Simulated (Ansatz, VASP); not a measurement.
## Two plane-wave programs on Ni

The input INCAR:

```
SYSTEM = Ni
  ALGO = Normal
  EDIFF = 1E-6
  ENCUT = 520
  GGA = RE
  ISIF = 2
  ISMEAR = -1
  ISPIN = 2
  LASPH = .TRUE.
  LCHARG = .FALSE.
  LMAXMIX = 4
  LORBIT = 11
  LREAL = .FALSE.
  LWAVE = .FALSE.
  MAGMOM = 0.685
  NBANDS = 15
  NELM = 150
  PREC = Accurate
  SIGMA = 0.05
```

Contents of KPOINTS:

```
k-points
0
G
  25 25 25
  0 0 0
```

POSCAR

```
Ni
1.0
    0.0000000000      1.7951496909      1.7951496909
    1.7951496909      0.0000000000      1.7951496909
    1.7951496909      1.7951496909      0.0000000000
Ni
1
Direct
    0.0000000000      0.0000000000      0.0000000000
```

Input for Ansatz:

```yaml
crystal:
  lattice:
    - [0.0, 1.7951496909, 1.7951496909]
    - [1.7951496909, 0.0, 1.7951496909]
    - [1.7951496909, 1.7951496909, 0.0]
  atoms:
    - { symbol: Ni, position: [0.0, 0.0, 0.0], spin: 0.685 }
hamiltonian:
  xc: revpbe
  pseudopotentials:
    kind: paw
    azcp:
      Ni: "pseudopotentials/Ni.paw.azcp"
basis:
  ecutwfc: 420
  fft_grid_basis: typed
kpoints:
  mp_grid: { grid: [25, 25, 25], shift: [0, 0, 0] }
magnetization:
  spin_polarized: true
scf:
  occupations: { method: fermi_dirac, width: 0.05 }
output:
  stress: true
```

Alike in both runs: task single point; functional revPBE; k mesh 25 × 25 × 25; occupations fermi-dirac, width 0.05 eV; collinear spin.

|  | VASP | Ansatz |
| --- | --- | --- |
| version | VASP 6.6.1 | Ansatz 0.2.0 |
| potentials or method | VASP PAW PBE potentials, release 64 (Ni), cutoff 520 eV | plane waves (420 eV) with PAW, scalar-relativistic |
| valence electrons in the cell | 10 | 18 |

|  | VASP | Ansatz | Ansatz less VASP |
| --- | --- | --- | --- |
| pressure (GPa) | -6.4 | -6.6 | -0.24 |
| net moment per atom (μB) | 0.64 | 0.66 | +0.017 |
| size of the moment on the site where the two differ most (μB) | 0.66 | 0.70 | +0.041 |

VASP's potentials were made for PBE, not for revPBE. Site moments also hang on the region over which each program counts them. VASP's potentials hold 10 valence electrons a cell and Ansatz's 18, so a difference there can come from the potentials and not from the codes.
